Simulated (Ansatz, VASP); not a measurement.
# Ti in VASP and in Ansatz

The input INCAR:

```
ALGO = Normal ; DIPOL = 0.5 0.5 0.500
EDIFF = 1E-7 ; ENCUT = 520
GGA = PS ; IDIPOL = 3
ISIF = 2 ; ISMEAR = 0
LASPH = T ; LCHARG = T
LDIPOL = T ; LELF = T
LREAL = F ; LVACPOTAV = T
LVHAR = T ; LWAVE = F
NBANDS = 97 ; NELM = 60
PREC = Accurate ; SIGMA = 0.1
```

KPOINTS

```
k-points
0
Gamma
  12 5 1
```

Contents of POSCAR:

```
Ti
1.0
    2.9004352002      0.0000000000      0.0000000000
    0.0000000000      6.8054953042      0.0000000000
    0.0000000000      0.0000000000     25.7318055608
Ti
14
Direct
    0.5000000000      0.9770475762      0.2914680815
    0.5000000000      0.5678666067      0.3134188098
    0.0000000000      0.2495046676      0.3573202663
    0.0000000000      0.8403236981      0.3792709945
    0.5000000000      0.5219617590      0.4231724511
    0.5000000000      0.1127807895      0.4451231793
    0.0000000000      0.7944188504      0.4890246359
    0.0000000000      0.3852378809      0.5109753641
    0.5000000000      0.0668759419      0.5548768207
    0.5000000000      0.6576949723      0.5768275489
    0.0000000000      0.3393330333      0.6207290055
    0.0000000000      0.9301520638      0.6426797337
    0.5000000000      0.6117901247      0.6865811902
    0.5000000000      0.2026091552      0.7085319185
```

Input for Ansatz:

```yaml
crystal:
  lattice:
    - [2.9004352002, 0.0, 0.0]
    - [0.0, 6.8054953042, 0.0]
    - [0.0, 0.0, 25.7318055608]
  atoms:
    - { symbol: Ti, position: [0.5, 0.9770475762, 0.2914680815] }
    - { symbol: Ti, position: [0.5, 0.5678666067, 0.3134188098] }
    - { symbol: Ti, position: [0.0, 0.2495046676, 0.3573202663] }
    - { symbol: Ti, position: [0.0, 0.8403236981, 0.3792709945] }
    - { symbol: Ti, position: [0.5, 0.521961759, 0.4231724511] }
    - { symbol: Ti, position: [0.5, 0.1127807895, 0.4451231793] }
    - { symbol: Ti, position: [0.0, 0.7944188504, 0.4890246359] }
    - { symbol: Ti, position: [0.0, 0.3852378809, 0.5109753641] }
    - { symbol: Ti, position: [0.5, 0.0668759419, 0.5548768207] }
    - { symbol: Ti, position: [0.5, 0.6576949723, 0.5768275489] }
    - { symbol: Ti, position: [0.0, 0.3393330333, 0.6207290055] }
    - { symbol: Ti, position: [0.0, 0.9301520638, 0.6426797337] }
    - { symbol: Ti, position: [0.5, 0.6117901247, 0.6865811902] }
    - { symbol: Ti, position: [0.5, 0.2026091552, 0.7085319185] }
basis:
  ecutwfc: 420
kpoints:
  mp_grid: { grid: [12, 5, 1] }
hamiltonian:
  xc: pbesol
scf:
  occupations: { method: gaussian, width: 0.1 }
  mixing: { beta: 0.9 }
  max_iter: 85
output:
  forces: true
  stress: true
  eigenvalues: true
efield:
  axis: 3
  dipole_correction: true
  ramp_width: 0.04
```

Alike in both runs: task single point; functional PBEsol; k mesh 12 × 5 × 1; occupations gaussian, width 0.1 eV; no spin polarisation.

```csv
,VASP,Ansatz
version,VASP 6.6.1,Ansatz 0.2.0
potentials or method,"VASP PAW PBE potentials, release 64 (Ti_sv), cutoff 520 eV","scalar-relativistic, plane waves, PAW"
valence electrons in the cell,168,168
```

Ansatz gave:

* gap on the k mesh at the Fermi level (eV): none
* rms of the force components (eV/Å): 0.264
* work function, face that differs most (eV): 3.76

Q: Which values does VASP return?

A: gap on the k mesh at the Fermi level (eV): none; rms of the force components (eV/Å): 0.266; work function, face that differs most (eV): 3.76.

VASP's potentials were made for PBE, not for PBEsol. Atom by atom the forces differ by 0.005 eV/Å (rms over components). A gap of «none» marks a metal or a gap that the smearing closes.
